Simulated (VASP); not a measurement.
# WSe2: single point with PBEsol

The system is WSe2.

```xyz
6
Lattice="3.2864 0.0000 0.0000 -1.6432 2.8461 0.0000 0.0000 0.0000 13.5984" Properties=species:S:1:pos:R:3 pbc="T T T"
W     1.6432    0.9487   10.1988
W     0.0000    1.8974    3.3996
Se    0.0000    1.8974   11.8442
Se    1.6432    0.9487    5.0450
Se    0.0000    1.8974    8.5534
Se    1.6432    0.9487    1.7542
```

* Program: VASP 6.6.1
* Task: single point
* Functional: PBEsol
* Potentials or basis: VASP PAW PBE potentials, release 64 (W_sv, Se)
* Cutoff: 520 eV
* k mesh: 9 × 9 × 2
* Occupations: gaussian, width 0.05 eV
* Spin: no spin polarisation
* Dipole correction: no
* Further INCAR settings: ALGO = Normal; EDIFF = 1e-06; NBANDS = 35

```yaml
Pressure: 1.6 GPa
Largest_force: 0.497 eV/Å
Band_gap_on_the_k_mesh: 1.27 eV, indirect (least direct gap 1.51 eV)
```

Forces on the atoms (eV/Å):
```
W    0.000  0.000  0.000
W    0.000  0.000  0.000
Se   0.000  0.000  0.497
Se   0.000  0.000  0.497
Se   0.000  0.000 -0.497
Se   0.000  0.000 -0.497
```

Stress tensor (GPa, compression positive):
```
0.59 0.00 0.00
0.00 0.59 0.00
0.00 0.00 3.58
```

Levels at points of the mesh, in eV from the valence-band top:
| k point | band 24 | band 25 | band 26 | band 27 | band 28 | band 29 |
| --- | --- | --- | --- | --- | --- | --- |
| (0.00, 0.00, 0.00) | -1.36 | -0.92 | 0.00 | 2.79 | 2.79 | 2.81 |
| (0.00, 0.00, 0.50) | -1.54 | -0.25 | -0.25 | 2.80 | 2.80 | 2.80 |

Run time: 3 min on 1 thread of AMD EPYC 7R43 64-Core Processor (Zen 3), on a shared host, peak memory 0.23 GiB.

Caveat: the PAW data sets were made with another functional, which shifts forces and pressure a little; spin-orbit coupling is left out, which moves the levels of the heavy elements; this functional lacks dispersion, which binds the layers, so the pressure and a relaxed spacing across them are unreliable. A k mesh can miss the band edges.
